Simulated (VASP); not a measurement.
Input of a VASP 6.6.1 run:

Contents of INCAR:

```
PREC = Accurate
ENCUT = 840
EDIFF = 1E-6
ISMEAR = 0
SIGMA = 0.02
LREAL = F
LASPH = T
NELM = 120
ALGO = Normal
ISIF = 2
LWAVE = F
LCHARG = F
GGA = CA
NBANDS = 18
GGA_COMPAT = F
```

Contents of KPOINTS:

```
Automatic mesh
0
Gamma
  9 9 9
```

File POSCAR:

```
MgO2
1.0
    1.5579755304      0.8994975918      3.4255732540
   -1.5579755304      0.8994975918      3.4255732540
    0.0000000000     -1.7989951837      3.4255732540
Mg O
1 2
Direct
    0.0000000000      0.0000000000      0.0000000000
    0.4294242759      0.4294242759      0.4294242759
    0.5705757241      0.5705757241      0.5705757241
```

Potentials or basis: VASP PAW LDA potentials, release 64 (Mg_sv, O).

Launch:

```bash
$ cat potpaw_LDA.64/Mg_sv/POTCAR potpaw_LDA.64/O/POTCAR > POTCAR
$ mpirun -np 1 vasp_std > vasp.out
```

Q: Estimate the band gap on the k mesh.

A: 2.69 eV.

Q: Estimate the largest force.

A: 0.259 eV/Å.

Forces in eV/Å, atoms in the order of the input:
```
Mg   0.000  0.000  0.000
O    0.000  0.000 -0.259
O    0.000  0.000  0.259
```

A k mesh can miss the band edges.
